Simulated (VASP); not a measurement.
# As2O (P1) in VASP: single point with PBE

Aim: the single point of As2O with PBE.

All numbers are computed with VASP 6.6.1; they aren't measurements. Logs are shortened: lines on timing, memory, paths and dates and some standing lists are left out, and cuts for length are marked.

## Step 1: The cell of the first run

The typed cell holds 3 atoms: a = 3.046 Å, b = 2.996 Å, c = 4.589 Å, α = 89.33°, β = 90.73°, γ = 121.11°.

## Step 2: Single point, PBE

File INCAR:

```
SYSTEM = As2O
ALGO = Normal ; EDIFF = 1E-6
ENCUT = 700 ; GGA = PE
GGA_COMPAT = .FALSE. ; ISIF = 2
ISMEAR = -1 ; LASPH = .TRUE.
LCHARG = .FALSE. ; LREAL = .FALSE.
LWAVE = .FALSE. ; NBANDS = 25
NELM = 120 ; PREC = Accurate
SIGMA = 0.15
```

File KPOINTS:

```
k-points
0
G
  3 3 1
  0 0 0
```

File POSCAR:

```
As2O
1.0
    3.0456990000     -0.0145150000     -0.0186080000
   -1.5354190000      2.5720920000      0.0169670000
   -0.0303870000      0.0144490000      4.5886230000
O As
1 2
Direct
    0.9440800000      0.7565030000      0.0944560000
    1.2653510000      1.4384650000      0.3323420000
    1.5896430000      1.0732680000      0.7557280000
```

Potentials or basis: VASP PAW PBE potentials, release 64 (O, As_d).

Command:

```
> cat potpaw_PBE.64/O/POTCAR potpaw_PBE.64/As_d/POTCAR > POTCAR
> mpirun -np 1 vasp_std > vasp.out
```

OUTCAR:

```text
SYSTEM = As2O
   EDIFF = 1E-6
   ENCUT = 700
   GGA = PE
   ISIF = 2
   ISMEAR = -1
   LASPH = .TRUE.
   LREAL = .FALSE.
   NELM = 120
   PREC = Accurate

 ion  position               nearest neighbor table
   1  0.944  0.757  0.094-   2 1.99   2 2.07   2 2.09   3 2.30   3 2.34   3 2.35
   2  0.265  0.438  0.332-   1 1.99   1 2.07   1 2.09   3 2.54   3 2.63   3 2.64
   3  0.590  0.073  0.756-   1 2.30   1 2.34   1 2.35   2 2.54   2 2.63   2 2.64

  LATTYP: Found a triclinic cell.
 ALAT       =     3.0457904297
 B/A-ratio  =     0.9751853397
 C/A-ratio  =     1.5065863750
 COS(alpha) =     0.0012082856
 COS(beta)  =     0.0127461287
 COS(gamma) =     0.5043603746

  Lattice vectors:

 A1 = (  -3.0456990000,   0.0145150000,   0.0186080000)
 A2 = (  -1.5102800000,  -2.5575770000,   0.0016410000)
 A3 = (  -0.0303870000,   0.0144490000,   4.5886230000)

Analysis of symmetry for initial positions (statically):
=====================================================================
 Subroutine PRICEL returns:
 Original cell was already a primitive cell.

 Routine SETGRP: Setting up the symmetry group for a
 triclinic supercell.

 Subroutine GETGRP returns: Found  1 space group operations
 (whereof  1 operations were pure point group operations)
 out of a pool of  2 trial point group operations.

The static configuration has the point symmetry C_1 .

Analysis of symmetry for dynamics (positions and initial velocities):
=====================================================================
 Subroutine PRICEL returns:
 Original cell was already a primitive cell.

 Routine SETGRP: Setting up the symmetry group for a
 triclinic supercell.

 Subroutine GETGRP returns: Found  1 space group operations
 (whereof  1 operations were pure point group operations)
 out of a pool of  2 trial point group operations.

The dynamic configuration has the point symmetry C_1 .

 Subroutine INISYM returns: Found  1 space group operations
 (whereof  1 operations are pure point group operations),
 and found     1 'primitive' translations

----------------------------------------------------------------------------------------

                                     Primitive cell

  volume of cell :      35.8424

  direct lattice vectors                    reciprocal lattice vectors
     3.045699000 -0.014515000 -0.018608000     0.329278117  0.196553382  0.001561639
    -1.535419000  2.572092000  0.016967000     0.001850741  0.389901406 -0.001215495
    -0.030387000  0.014449000  4.588623000     0.001328461 -0.000644636  0.217941130

  length of vectors
     3.045790430  2.995572840  4.588746363     0.383483701  0.389907693  0.217946132

  position of ions in fractional coordinates (direct lattice)
     0.944080000  0.756503000  0.094456000
     0.265351000  0.438465000  0.332342000
     0.589643000  0.073268000  0.755728000

  ion indices of the primitive-cell ions
   primitive index   ion index
                 1           1
                 2           2
                 3           3

----------------------------------------------------------------------------------------

 KPOINTS: k-points

Automatic generation of k-mesh.
 Grid dimensions read from file:
 generate k-points for:    3    3    1

 Generating k-lattice:

  Cartesian coordinates                     Fractional coordinates (reciprocal lattice)
     0.109759372  0.065517794  0.000520546     0.333333333  0.000000000  0.000000000
     0.000616914  0.129967135 -0.000405165    -0.000000000  0.333333333  0.000000000
     0.001328461 -0.000644636  0.217941130     0.000000000 -0.000000000  1.000000000

  Length of vectors
     0.127827900  0.129969231  0.217946132

  Shift w.r.t. Gamma in fractional coordinates (k-lattice)
     0.000000000  0.000000000  0.000000000

 Subroutine IBZKPT returns following result:
 ===========================================

 Found      5 irreducible k-points:

 Following reciprocal coordinates:
            Coordinates               Weight
  0.000000  0.000000  0.000000      1.000000
  0.333333 -0.000000  0.000000      2.000000
 -0.000000  0.333333 -0.000000      2.000000
  0.333333  0.333333 -0.000000      2.000000
 -0.333333  0.333333 -0.000000      2.000000
   k-points           NKPTS =      5   k-points in BZ     NKDIM =      5   number of bands    NBANDS=     25
   number of dos      NEDOS =    301   number of ions     NIONS =      3
   total plane-waves  NPLWV =  31360
   dimension x,y,z NGX =    28 NGY =   28 NGZ =   40
   dimension x,y,z NGXF=    56 NGYF=   56 NGZF=   80
   ions per type =               1   2
   NGX,Y,Z   is equivalent  to a cutoff of  15.28, 15.54, 14.49 a.u.
   NGXF,Y,Z  is equivalent  to a cutoff of  30.57, 31.08, 28.98 a.u.
 SYSTEM =  As2O
   PREC   = accura    normal or accurate (medium, high low for compatibility)
   ISTART =      0    job   : 0-new  1-cont  2-samecut
   ICHARG =      2    charge: 1-file 2-atom 10-const
   ISPIN  =      1    spin polarized calculation?
   LNONCOLLINEAR =      F non collinear calculations
   LSORBIT =      F    spin-orbit coupling
   LASPH  =      T    aspherical Exc in radial PAW
   ENCUT  =  700.0 eV  51.45 Ry    7.17 a.u.   6.57  6.46  9.90*2*pi/ulx,y,z
   NELM   =    120;   NELMIN=  2; NELMDL= -5     # of ELM steps
   EDIFF  = 0.1E-05   stopping-criterion for ELM
   LREAL  =      F    real-space projection
   EDIFFG = 0.1E-04   stopping-criterion for IOM
   NSW    =      0    number of steps for IOM
   IBRION =     -1    ionic relax: 0-MD 1-quasi-New 2-CG
   NFREE  =      0    steps in history (QN), initial steepest desc. (CG)
   ISIF   =      2    stress and relaxation
   ISYM   =      2    0-nonsym 1-usesym 2-fastsym
   POTIM  = 0.5000    time-step for ionic-motion
   TEBEG  =    0.0;   TEEND  =   0.0 temperature during run
   PSTRESS=    0.0 pullay stress
   NELECT =      36.0000    total number of electrons
   NUPDOWN=      -1.0000    fix difference up-down
   EMIN   =  10.00;   EMAX   =-10.00  energy-range for DOS
   EFERMI =   0.00;   METHOD = LEGACY
   ISMEAR =    -1;   SIGMA  =   0.15  broadening in eV -4-tet -1-fermi 0-gaus
   EFERMI_NEDOS =   21; number of points for ismear=-14 and -15
   IALGO  =     38    algorithm
   IMIX   =      4    mixing-type and parameters
     AMIX     =   0.40;   BMIX     =  1.00
     AMIX_MAG =   1.60;   BMIX_MAG =  1.00
  volume/ion in A,a.u.               =      11.95        80.63
  Fermi-wavevector in a.u.,A,eV,Ry     =   1.639495  3.098196 36.571681  2.687943
  Thomas-Fermi vector in A             =   2.730291
   LORBIT       =      0    0 simple, 1 ext, 2 COOP (PROOUT), +10 PAW based schemes
   GGA     = PE    functional components
   LHFCALC =     F    Hartree Fock is set to
   AEXX    =    0.0000 exact exchange contribution
   IVDW    =     0    specifies the selected vdW correction
   LEPSILON=     F    determine dielectric tensor
   LRPA    =     F    only Hartree local field effects (RPA)
 non-spin polarized calculation
  energy-cutoff  :      700.00
  volume of cell :       35.84
 maximum number of plane-waves:      1510
 NGX is ok and might be reduce to    28
   NGX = 13   NGY = 13   NGZ = 19

 number of electron      35.9999998 magnetization

 Free energy of the ion-electron system (eV)
  ---------------------------------------------------
  ext. energy  EPLUGINS =         0.00000000
  ---------------------------------------------------
  free energy    TOTEN  =       -13.42430908 eV

  energy without entropy =      -13.30896858  energy(sigma->0) =      -13.36663883

 E-fermi :   8.2158     XC(G=0): -12.8910

 val. band max:        8.1901801796   @ k =  -0.3333   0.3333  -0.0000
 cond. band min:       8.5315391161   @ k =  -0.0000   0.3333  -0.0000
 fundamental gap:      0.3413589365
 Fermi energy:         8.2158094803

 k-point     1 :       0.0000    0.0000    0.0000
  band No.  band energies     occupation
      1     -29.2990      2.00000
      2     -29.2835      2.00000
      3     -29.2661      2.00000
      4     -29.2508      2.00000
      5     -29.2379      2.00000
      6     -29.0333      2.00000
[... 17 lines left out ...]
     24      18.7835      0.00000
     25      19.0519      0.00000

 k-point     2 :       0.3333   -0.0000    0.0000
  band No.  band energies     occupation
      1     -29.3021      2.00000
      2     -29.2793      2.00000
      3     -29.2639      2.00000
      4     -29.2484      2.00000
      5     -29.2289      2.00000
      6     -29.0369      2.00000
[... 17 lines left out ...]
     24      19.7696      0.00000
     25      21.5679      0.00000

 k-point     3 :      -0.0000    0.3333   -0.0000
  band No.  band energies     occupation
      1     -29.3047      2.00000
      2     -29.2750      2.00000
      3     -29.2623      2.00000
      4     -29.2500      2.00000
      5     -29.2291      2.00000
      6     -29.0338      2.00000
[... 17 lines left out ...]
     24      19.5768      0.00000
     25      21.3656      0.00000

 k-point     4 :       0.3333    0.3333   -0.0000
  band No.  band energies     occupation
      1     -29.2971      2.00000
      2     -29.2696      2.00000
      3     -29.2685      2.00000
      4     -29.2507      2.00000
      5     -29.2303      2.00000
      6     -29.0201      2.00000
[... 17 lines left out ...]
     24      20.6754      0.00000
     25      21.3972      0.00000

 k-point     5 :      -0.3333    0.3333   -0.0000
  band No.  band energies     occupation
      1     -29.3027      2.00000
      2     -29.2754      2.00000
      3     -29.2575      2.00000
      4     -29.2469      2.00000
      5     -29.2412      2.00000
      6     -29.0301      2.00000
[... 17 lines left out ...]
     24      19.8593      0.00000
     25      21.5408      0.00000

------------------------ aborting loop because EDIFF is reached ----------------------------------------

  FORCE on cell =-STRESS in cart. coord.  units (eV):
  Direction    XX          YY          ZZ          XY          YZ          ZX
  --------------------------------------------------------------------------------------
  -------------------------------------------------------------------------------------
  Total        7.4900331      6.6008024     17.9840802     -0.7411073      1.0539190     -0.5215110
  in kB      334.8091628    295.0599920    803.8996275    -33.1279574     47.1108394    -23.3118677
  external PRESSURE =     477.9229274 kB  Pullay stress =       0.0000000 kB

 VOLUME and BASIS-vectors are now :
 -----------------------------------------------------------------------------
  energy-cutoff  :      700.00
  volume of cell :       35.84
      direct lattice vectors                 reciprocal lattice vectors
     3.045699000 -0.014515000 -0.018608000     0.329278117  0.196553382  0.001561639
    -1.535419000  2.572092000  0.016967000     0.001850741  0.389901406 -0.001215495
    -0.030387000  0.014449000  4.588623000     0.001328461 -0.000644636  0.217941130

 POSITION                                       TOTAL-FORCE (eV/Angst)
 -----------------------------------------------------------------------------------
      1.71096      1.93346      0.42869         0.728625     -0.437115      0.004950
      0.12485      1.12872      1.52749        -0.700220      0.330103     -0.507049
      1.66041      0.19081      3.45802        -0.028405      0.107012      0.502099
 -----------------------------------------------------------------------------------
    total drift:                               -0.000363      0.000407      0.000428

  FREE ENERGIE OF THE ION-ELECTRON SYSTEM (eV)
  ---------------------------------------------------
  free  energy   TOTEN  =       -13.4243090842 eV

  energy  without entropy=      -13.3089685834  energy(sigma->0) =      -13.36663883
```

Wall time 4.9 s (1 thread of Intel Xeon 6975P-C (Granite Rapids), shared host); peak memory 0.17 GiB.

Results:

```yaml
Free_energy: -13.4243 eV
Pressure: 47.8 GPa
Largest_force: 0.925 eV/Å
Band_gap_on_the_k_mesh: zero (bands 18 and 19 overlap by 5.00 eV)
```

Forces in eV/Å, atoms in the order of the input:
```
O    0.729 -0.437  0.005
As  -0.700  0.330 -0.507
As  -0.028  0.107  0.502
```

Stress tensor (GPa, compression positive):
```
33.48 -3.31 -2.33
-3.31 29.51  4.71
-2.33  4.71 80.39
```

Levels at points of the mesh, in eV from the Fermi level:
```csv
k point,band 16,band 17,band 18,band 19,band 20,band 21
"(0.00, 0.00, 0.00)",-3.68,-2.28,1.43,1.50,4.93,5.29
```

Caveat: the k points lie up to 1.37 Å⁻¹ apart, too coarse for converged energies and pressures of a metal.

The gap in the log of VASP goes by the Fermi energy; the results here count the filled bands.